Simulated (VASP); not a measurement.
# Ru (R-3m) in VASP: notebook

The runs below take Ru through relaxation of cell and atoms, single point, with PBE.

Everything below comes from runs of VASP 6.6.1. Logs are shortened: lines on timing, memory, paths and dates and some standing lists are left out, and cuts for length are marked.

**1. The cell of the first run**

The structure is trigonal, space group R-3m (No. 166). The conventional cell has a = 3.120 Å, b = 3.120 Å, c = 11.206 Å, α = 90.00°, β = 90.00°, γ = 120.00°. Ru (site symmetry 3m) has 1 Ru at 1.29 Å within 1.7 Å.

**2. Relaxation of cell and atoms, PBE**

Input file INCAR:

```
SYSTEM = Ru
ALGO     = Fast           ! electronic algorithm
EDIFF    = 1E-7           ! SCF threshold, eV
EDIFFG   = -0.04          ! ionic threshold
ENCUT    = 600            ! plane-wave cutoff, eV
GGA      = PE             ! functional
IBRION   = 2              ! ionic algorithm
ISIF     = 3              ! what is computed and relaxed
ISMEAR   = 0              ! smearing method
LASPH    = .TRUE.         ! aspherical terms in the spheres
LCHARG   = .FALSE.        ! write CHGCAR
LREAL    = .FALSE.        ! projectors in reciprocal space
LWAVE    = .FALSE.        ! write WAVECAR
NELM     = 60             ! most SCF steps
NSW      = 90             ! ionic steps
PREC     = Accurate       ! precision mode
SIGMA    = 0.1            ! smearing width, eV
```

Input file KPOINTS:

```
k-points
0
G
  6 6 6
  0 0 0
```

Input file POSCAR:

```
Ru
1.0
    1.5599797362      0.9006547206      3.7354709579
   -1.5599797362      0.9006547206      3.7354709579
    0.0000000000     -1.8013094413      3.7354709579
Ru
2
Direct
    0.0577000000      0.0577000000      0.0577000000
    0.9423000000      0.9423000000      0.9423000000
```

Potentials or basis: VASP PAW PBE potentials, release 64 (Ru_pv).

Run with:

```bash
cat potpaw_PBE.64/Ru_pv/POTCAR > POTCAR
mpirun -np 1 vasp_std > vasp.out
```

OUTCAR:

```text
SYSTEM = Ru
   EDIFF = 1E-7
   EDIFFG = -0.04
   ENCUT = 600
   GGA = PE
   IBRION = 2
   ISIF = 3
   ISMEAR = 0
   LASPH = .TRUE.
   LREAL = .FALSE.
   NELM = 60
   NSW = 90
   PREC = Accurate

 ion  position               nearest neighbor table
   1  0.058  0.058  0.058-   2 1.29   2 3.03   2 3.03   2 3.03
   2  0.942  0.942  0.942-   1 1.29   1 3.03   1 3.03   1 3.03

 -----------------------------------------------------------------------------
|                                                                             |
|           W    W    AA    RRRRR   N    N  II  N    N   GGGG   !!!           |
|           W    W   A  A   R    R  NN   N  II  NN   N  G    G  !!!           |
|           W    W  A    A  R    R  N N  N  II  N N  N  G       !!!           |
|           W WW W  AAAAAA  RRRRR   N  N N  II  N  N N  G  GGG   !            |
|           WW  WW  A    A  R   R   N   NN  II  N   NN  G    G                |
|           W    W  A    A  R    R  N    N  II  N    N   GGGG   !!!           |
|                                                                             |
|     The distance between some ions is very small. Please check the          |
|     nearest-neighbor list in the OUTCAR file.                               |
|     I HOPE YOU KNOW WHAT YOU ARE DOING!                                     |
|                                                                             |
 -----------------------------------------------------------------------------

  LATTYP: Found a trigonal (rhomboedric) cell.
 ALAT       =     4.1471024801
 COS(alpha) =     0.7170052526

  Lattice vectors:

 A1 = (   1.5599797362,   0.9006547206,   3.7354709579)
 A2 = (  -1.5599797362,   0.9006547206,   3.7354709579)
 A3 = (   0.0000000000,  -1.8013094413,   3.7354709579)

Analysis of symmetry for initial positions (statically):
=====================================================================
 Subroutine PRICEL returns:
 Original cell was already a primitive cell.

 Routine SETGRP: Setting up the symmetry group for a
 trigonal (rhombohedral) supercell.

 Subroutine GETGRP returns: Found 12 space group operations
 (whereof 12 operations were pure point group operations)
 out of a pool of 12 trial point group operations.

The static configuration has the point symmetry D_3d.

Analysis of symmetry for dynamics (positions and initial velocities):
=====================================================================
 Subroutine PRICEL returns:
 Original cell was already a primitive cell.

[... 146 lines left out ...]
   NGX = 17   NGY = 17   NGZ = 17

--------------------------------------- Ionic step        1  -------------------------------------------

 number of electron      27.9999999 magnetization

 Free energy of the ion-electron system (eV)
  ---------------------------------------------------
  ext. energy  EPLUGINS =         0.00000000
  ---------------------------------------------------
  free energy    TOTEN  =        26.37665168 eV

  energy without entropy =       26.38217544  energy(sigma->0) =       26.37941356

------------------------ aborting loop because EDIFF is reached ----------------------------------------

  FORCE on cell =-STRESS in cart. coord.  units (eV):
  Direction    XX          YY          ZZ          XY          YZ          ZX
  --------------------------------------------------------------------------------------
  -------------------------------------------------------------------------------------
  Total       -2.8766695     -2.8766695    270.6149139      0.0000000     -0.0000000      0.0000000
  in kB     -146.3614322   -146.3614323  13768.5564166      0.0000000     -0.0000001      0.0000000
  external PRESSURE =    4491.9445174 kB  Pullay stress =       0.0000000 kB
[... 535 lines left out ...]
     17      -6.9066      0.00000
     18      12.1729      0.00000

 [... further k-points ...]

------------------------ aborting loop EDIFF was not reached (unconverged)  ----------------------------

  FORCE on cell =-STRESS in cart. coord.  units (eV):
  Direction    XX          YY          ZZ          XY          YZ          ZX
  --------------------------------------------------------------------------------------
  -------------------------------------------------------------------------------------
  Total       48.4505793     48.4505793   -818.2526337      0.0000000      0.0000000      0.0000000
  in kB      378.1319431    378.1319431  -6386.0425012      0.0000000      0.0000000      0.0000000
  external PRESSURE =   -1876.5928717 kB  Pullay stress =       0.0000000 kB
[... 535 lines left out ...]
     17      23.0312      0.00000
     18      24.4771      0.00000

 [... further k-points ...]

------------------------ aborting loop EDIFF was not reached (unconverged)  ----------------------------

  FORCE on cell =-STRESS in cart. coord.  units (eV):
  Direction    XX          YY          ZZ          XY          YZ          ZX
  --------------------------------------------------------------------------------------
  -------------------------------------------------------------------------------------
  Total       11.3848869     11.3848869   -576.7883280     -0.0000000      0.0000000      0.0000000
  in kB      165.7023309    165.7023309  -8394.9161376     -0.0000000      0.0000001      0.0000000
  external PRESSURE =   -2687.8371586 kB  Pullay stress =       0.0000000 kB
[... 1557 lines left out ...]
     17      11.4107      0.00000
     18      12.4962      0.00000

 [... further k-points ...]

[... ionic steps 4 to 20 ...]

--------------------------------------- Ionic step       21  -------------------------------------------

 number of electron      28.0000003 magnetization

------------------------ aborting loop because EDIFF is reached ----------------------------------------
[... 67 lines left out ...]
--------------------------------------- Ionic step       23  -------------------------------------------

 number of electron      28.0000003 magnetization

 Free energy of the ion-electron system (eV)
  ---------------------------------------------------
  ext. energy  EPLUGINS =         0.00000000
  ---------------------------------------------------
  free energy    TOTEN  =       -18.19288185 eV

  energy without entropy =      -18.18342902  energy(sigma->0) =      -18.18815543

 E-fermi :  12.5523     XC(G=0): -13.9963

 val. band max:       12.5476447669   @ k =  -0.1667   0.3333   0.1667
 cond. band min:      12.5938699378   @ k =  -0.3333   0.3333   0.1667
 fundamental gap:      0.0462251708
 Fermi energy:        12.5522534645
[... 533 lines left out ...]
  FREE ENERGIE OF THE ION-ELECTRON SYSTEM (eV)
  ---------------------------------------------------
  free  energy   TOTEN  =       -18.1928818456 eV

  energy  without entropy=      -18.1834290190  energy(sigma->0) =      -18.18815543

 reached required accuracy - stopping structural energy minimisation
```

OSZICAR:

```text
N       E                     dE             d eps       ncg     rms          rms(c)
DAV:   1     0.329005987308E+03    0.32901E+03   -0.19269E+04  1152   0.189E+03
DAV:   2     0.326676512600E+02   -0.29634E+03   -0.29256E+03  1202   0.521E+02
DAV:   3     0.253078171585E+02   -0.73598E+01   -0.72276E+01  1306   0.838E+01
DAV:   4     0.251633033621E+02   -0.14451E+00   -0.14402E+00  1504   0.994E+00
[... 579 lines left out ...]
RMM:   8    -0.181928823462E+02   -0.41145E-05   -0.11200E-05  1154   0.358E-02    0.594E-03
RMM:   9    -0.181928823057E+02    0.40523E-07   -0.29559E-06  1231   0.141E-02    0.515E-03
RMM:  10    -0.181928821779E+02    0.12775E-06   -0.45333E-07   840   0.578E-03    0.502E-03
RMM:  11    -0.181928818990E+02    0.27895E-06   -0.16272E-07   667   0.390E-03    0.424E-03
RMM:  12    -0.181928818456E+02    0.53405E-07   -0.53395E-08   625   0.184E-03
  23 F= -.18192882E+02 E0= -.18188155E+02  d E =-.287832E-02
```

CONTCAR:

```text
Ru
   1.00000000000000
     1.3517081056442175    0.7804090386311552    4.3769802903202448
    -1.3517081056442175    0.7804090386311552    4.3769802903202448
     0.0000000000000000   -1.5608180773616445    4.3769802903236634
  Ru
     2
Direct
     0.7500789786447448    0.7500789786447448    0.7500789786443078
     0.2499210213552549    0.2499210213552549    0.2499210213556922

  0.00000000E+00  0.00000000E+00  0.00000000E+00
  0.00000000E+00  0.00000000E+00  0.00000000E+00
```

Run time: 11 min. Hardware: 1 thread of Intel Xeon 6975P-C (Granite Rapids), shared host; peak memory 0.23 GiB.

Results:

```
Free energy                            : -18.1929 eV
Relaxed volume                         : 13.85 Å³/atom
Relaxed cell                           : a = 4.647 Å, b = 4.647 Å, c = 4.647 Å, α = 33.82°, β = 33.82°, γ = 33.82°
Space group after relaxing (to 0.05 Å) : Fm-3m (No. 225)
Energy gained by relaxing              : 22284.8 meV/atom
Ionic steps                            : 23
Pressure after relaxing                : 0.2 GPa
Largest force after relaxing           : 0.017 eV/Å
```

Forces on the atoms (eV/Å):
```
Ru   0.000  0.000 -0.017
Ru   0.000  0.000  0.017
```

Step by step:
```tsv
step	energy change (eV)	largest force (eV/Å)	pressure (GPa)	volume (Å³)
1	0.0000	208.0059	449.19	31.49
2	578.9287	2.1301	-187.66	205.29
3	208.5694	7.0933	-268.78	110.08
4	2.1900	29.8095	-84.72	81.42
5	-3.9498	2.6034	14.89	74.15
6	-40.4818	2.9494	-6.47	53.16
7	-40.9942	1.8216	-12.68	52.21
8	-41.3035	0.4428	-22.41	49.85
9	-41.9546	0.8012	-42.99	40.73
10	-42.7868	0.3023	-33.85	36.13
11	-42.6643	1.9774	-20.43	34.71
12	-42.7953	0.5486	-31.90	35.84
13	-42.7946	0.6446	-31.23	35.75
14	-43.0498	4.3907	101.01	22.96
15	-44.1783	2.2277	8.48	27.85
16	-44.3887	0.2091	8.25	27.22
17	-44.5195	0.7590	4.12	27.50
18	-44.5196	0.7850	4.11	27.51
19	-44.5421	0.3335	-7.33	28.48
20	-44.5465	0.4459	-4.01	28.18
21	-44.5666	0.1523	0.50	27.69
22	-44.5667	0.1460	0.57	27.68
23	-44.5695	0.0167	0.20	27.70
```

Final structure:
```
Ru
1.0
     1.35171    0.78041    4.37698
    -1.35171    0.78041    4.37698
     0.00000   -1.56082    4.37698
Ru
2
Direct
  0.75008 0.75008 0.75008
  0.24992 0.24992 0.24992
```

Caveat: the k points lie up to 0.45 Å⁻¹ apart in the final cell; the bands computed are all filled at some k points, so no gap is given.

**3. Relaxation of cell and atoms, PBE**

This run uses another cell than the first one, of 14.63 Å³/atom, 0.929 times its volume.

Input file INCAR:

```
SYSTEM = Ru
  PREC = Accurate
  ENCUT = 600
  EDIFF = 1E-7
  ISMEAR = 0
  SIGMA = 0.1
  LREAL = .FALSE.
  LASPH = .TRUE.
  NELM = 100
  ALGO = Normal
  ISIF = 3
  LWAVE = .FALSE.
  LCHARG = .FALSE.
  GGA = PE
  IBRION = 2
  NSW = 90
  EDIFFG = -0.04
```

Input file KPOINTS:

```
regular mesh
0
G
  9 9 9
  0 0 0
```

Input file POSCAR:

```
Ru
1.0
    1.3550969501      0.7823655889      4.5998018074
   -1.3550969501      0.7823655889      4.5998018074
    0.0000000000     -1.5647311778      4.5998018074
Ru
2
Direct
    0.0918681066      0.0918681066      0.0918681066
    0.9081318934      0.9081318934      0.9081318934
```

Potentials or basis: VASP PAW PBE potentials, release 64 (Ru_pv).

Run with:

```bash
cat potpaw_PBE.64/Ru_pv/POTCAR > POTCAR
mpirun -np 1 vasp_std > vasp.out
```

Wall time 3.4 min (1 thread of Intel Xeon 6975P-C (Granite Rapids), shared host); peak memory 0.27 GiB.

The run converged. Its results:

| Item | Value |
| --- | --- |
| Free energy | -17.5547 eV |
| Relaxed volume | 14.57 Å³/atom |
| Relaxed cell | a = 4.854 Å, b = 4.854 Å, c = 4.854 Å, α = 32.36°, β = 32.36°, γ = 32.36° |
| Space group after relaxing (to 0.05 Å) | R-3m (No. 166) |
| Energy gained by relaxing | 1.0 meV/atom |
| Ionic steps | 7 |
| Pressure after relaxing | 0.0 GPa |
| Band gap on the k mesh | zero (band 14 reaches 13.15 eV, above the bottom of band 15 at 10.86 eV) |

The path:
```tsv
step	energy change (eV)	largest force (eV/Å)	pressure (GPa)	volume (Å³)
1	0.0000	0.1491	-0.42	29.26
2	-0.0013	0.0516	0.60	29.10
3	-0.0014	0.0669	0.41	29.13
4	-0.0017	0.0119	-0.77	29.22
5	-0.0018	0.0104	-0.44	29.19
6	-0.0019	0.0076	0.31	29.10
7	-0.0020	0.0001	0.00	29.14
```

Final structure:
```yaml
crystal:
  lattice:
    - [1.35280, 0.78104, 4.59598]
    - [-1.35280, 0.78104, 4.59598]
    - [0.00000, -1.56208, 4.59598]
  atoms:
    - { symbol: Ru, position: [0.09098, 0.09098, 0.09098] }
    - { symbol: Ru, position: [0.90902, 0.90902, 0.90902] }
```

Levels at points of the mesh, in eV from the Fermi level:
```tsv
k point	band 10	band 11	band 12	band 13	band 14	band 15	band 16	band 17	band 18
(0.00, 0.00, 0.00)	-2.29	-2.29	-2.25	-2.25	0.21	0.21	0.38	0.38	0.71
```

**4. Single point, PBE**

This run uses another cell than the first one, of 14.60 Å³/atom, 0.927 times its volume.

Input file INCAR:

```
PREC     = Accurate       # precision mode
ENCUT    = 520            # plane-wave cutoff, eV
EDIFF    = 1E-7           # SCF threshold, eV
ISMEAR   = 0              # smearing method
SIGMA    = 0.1            # smearing width, eV
LREAL    = False          # projectors in reciprocal space
LASPH    = True           # aspherical terms in the spheres
NELM     = 80             # most SCF steps
ALGO     = Fast           # electronic algorithm
ISIF     = 2              # what is computed and relaxed
LWAVE    = False          # write WAVECAR
LCHARG   = False          # write CHGCAR
GGA      = PE             # functional
NBANDS   = 21             # bands
```

Input file KPOINTS:

```
Automatic mesh
0
Gamma
  24 24 24
```

Input file POSCAR:

```
Ru
1.0
    1.3521876859      0.7806859244      4.6086716380
   -1.3521876859      0.7806859244      4.6086716380
    0.0000000000     -1.5613718488      4.6086716380
Ru
2
Direct
    0.0916959065      0.0916959065      0.0916959065
    0.9083040935      0.9083040935      0.9083040935
```

Potentials or basis: VASP PAW PBE potentials, release 64 (Ru_pv).

Run with:

```bash
cat potpaw_PBE.64/Ru_pv/POTCAR > POTCAR
mpirun -np 1 vasp_std > vasp.out
```

OUTCAR:

```text
PREC = Accurate
   ENCUT = 520
   EDIFF = 1E-7
   ISMEAR = 0
   LREAL = False
   LASPH = True
   NELM = 80
   ISIF = 2
   GGA = PE

 ion  position               nearest neighbor table
   1  0.092  0.092  0.092-   2 2.54   2 2.60   2 2.60   2 2.60
   2  0.908  0.908  0.908-   1 2.54   1 2.60   1 2.60   1 2.60

  LATTYP: Found a trigonal (rhomboedric) cell.
 ALAT       =     4.8659774267
 COS(alpha) =     0.8455585861

  Lattice vectors:

 A1 = (   1.3521876859,   0.7806859244,   4.6086716380)
[... 189 lines left out ...]
      3     -30.9110      2.00000
      4     -30.8416      2.00000
      5     -30.8416      2.00000
      6     -30.7353      2.00000
[... 565 lines left out ...]
     20      22.2896      0.00000
     21      23.5938      0.00000

 [... further k-points ...]
[... 5 lines left out ...]
  --------------------------------------------------------------------------------------
  -------------------------------------------------------------------------------------
  Total       -0.0114507     -0.0114507      0.0056107      0.0000000      0.0000000      0.0000000
  in kB       -0.6284976     -0.6284976      0.3079573      0.0000000      0.0000000      0.0000000
  external PRESSURE =      -0.3163460 kB  Pullay stress =       0.0000000 kB

 VOLUME and BASIS-vectors are now :
 -----------------------------------------------------------------------------
  energy-cutoff  :      520.00
  volume of cell :       29.19
      direct lattice vectors                 reciprocal lattice vectors
     1.352187686  0.780685924  4.608671638     0.369771153  0.213487475  0.072327421
    -1.352187686  0.780685924  4.608671638    -0.369771153  0.213487475  0.072327421
     0.000000000 -1.561371849  4.608671638     0.000000000 -0.426974950  0.072327421

 POSITION                                       TOTAL-FORCE (eV/Angst)
 -----------------------------------------------------------------------------------
      0.00000      0.00000      1.26779         0.000000      0.000000     -0.003978
      0.00000      0.00000     12.55823         0.000000     -0.000000      0.003978
 -----------------------------------------------------------------------------------
    total drift:                               -0.000000      0.000000     -0.000000

  FREE ENERGIE OF THE ION-ELECTRON SYSTEM (eV)
  ---------------------------------------------------
  free  energy   TOTEN  =       -17.5657391635 eV

  energy  without entropy=      -17.5506145720  energy(sigma->0) =      -17.55817687
```

stdout:

```text
POSCAR found type information on POSCAR Ru
 POSCAR found :  1 types and       2 ions
 scaLAPACK will be used
 LDA part: xc-table for (Slater+PW92), standard interpolation
 POSCAR, INCAR and KPOINTS ok, starting setup
 FFT: planning ... GRIDC
 FFT: planning ... GRID_SOFT
 FFT: planning ... GRID
 WAVECAR not read
 entering main loop
WARNING in EDDRMM: call to ZHEGV failed, returncode =   8  4     20
WARNING in EDDRMM: call to ZHEGV failed, returncode =   8  4     21
WARNING in EDDRMM: call to ZHEGV failed, returncode =   8  4     20
WARNING in EDDRMM: call to ZHEGV failed, returncode =   8  4     20
WARNING in EDDRMM: call to ZHEGV failed, returncode =   8  4     20
WARNING in EDDRMM: call to ZHEGV failed, returncode =   6  3     20
WARNING in EDDRMM: call to ZHEGV failed, returncode =   6  3     21
WARNING in EDDRMM: call to ZHEGV failed, returncode =   8  4     20
WARNING in EDDRMM: call to ZHEGV failed, returncode =   8  4     19
```

Run time: 11 min. Hardware: 1 thread of Intel Xeon 6975P-C (Granite Rapids), shared host; peak memory 0.73 GiB.

What came out:

* Free energy: -17.5657 eV
* Pressure: 0.0 GPa
* Largest force: 0.004 eV/Å
* Band gap on the k mesh: zero (band 14 reaches 13.25 eV, above the bottom of band 15 at 10.86 eV)

Forces on the atoms (eV/Å):
```
Ru   0.000  0.000 -0.004
Ru   0.000  0.000  0.004
```

**5. Overview**

| task | cell | k mesh | cutoff (eV) | gap on the mesh (eV) | pressure (GPa) | relaxed volume (Å³/atom) |
| --- | --- | --- | --- | --- | --- | --- |
| relaxation of cell and atoms | relaxed from a = 4.147 Å, angles 44.2°, 2 atoms | 6 × 6 × 6 | 600 | - | 0.2 | 13.85 |
| relaxation of cell and atoms | relaxed from a = 4.859 Å, angles 32.4°, 2 atoms | 9 × 9 × 9 | 600 | none | 0.0 | 14.57 |
| single point | a = 4.866 Å, angles 32.3°, 2 atoms | 24 × 24 × 24 | 520 | none | 0.0 | - |

Alike in all rows: level PBE; potentials or basis VASP PAW PBE potentials, release 64 (Ru_pv); no spin polarisation; smearing gaussian 0.1 eV.

Caveats: some runs use coarse meshes; the bands computed are all filled at some k points, so no gap is given (some runs).

Total energies depend on the potentials used, so only differences within one code and one set of settings carry meaning.
